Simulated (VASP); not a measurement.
Wanted: the native input for a VASP 6.6.1 run.

```yaml
Task: single point
Functional: PBE
Potentials_or_basis: VASP PAW PBE potentials, release 64 (Cu)
Cutoff: 520 eV
k_mesh: 24 × 24 × 12
Occupations: gaussian, width 0.15 eV
Spin: no spin polarisation
Dipole_correction: no
Further_INCAR_settings: ALGO = Fast; EDIFF = 1e-06; NBANDS = 18
```

The structure of Cu lies in POSCAR:

```
Cu
1.0
    2.5974490865      0.0000000000      0.0000000000
   -1.2987245433      2.2494568940      0.0000000000
    0.0000000000      0.0000000000      4.1125710000
Cu
2
Direct
    0.3333333333      0.6666666667      0.2500000000
    0.6666666667      0.3333333333      0.7500000000
```

This cell differs from its parent crystal: strain +0.025 along x and y, +0.000 along z.

These files were run (other wordings do the same):

INCAR

```
SYSTEM = Cu
PREC = Accurate
ENCUT = 520
EDIFF = 1E-6
ISMEAR = 0
SIGMA = 0.15
LREAL = .False.
LASPH = .True.
NELM = 100
ALGO = Fast
ISIF = 2
LWAVE = .False.
LCHARG = .False.
GGA = PE
NBANDS = 18
```

KPOINTS

```
Automatic mesh
0
Gamma
  24 24 12
  0 0 0
```

Potentials or basis: VASP PAW PBE potentials, release 64 (Cu).

The run is started by

```bash
$ cat potpaw_PBE.64/Cu/POTCAR > POTCAR
$ mpirun -np 1 vasp_std > vasp.out
```

It gave:

| Item | Value |
| --- | --- |
| Pressure | 0.9 GPa |
| Band gap on the k mesh | zero (band 11 reaches 11.23 eV, above the bottom of band 12 at 5.45 eV) |

Caveat: the cell differs from its parent crystal (strain +0.025 along x and y, +0.000 along z).

Wall time 3.5 min on 1 thread of AMD EPYC 7R13 (shared host), peak memory 0.23 GiB.
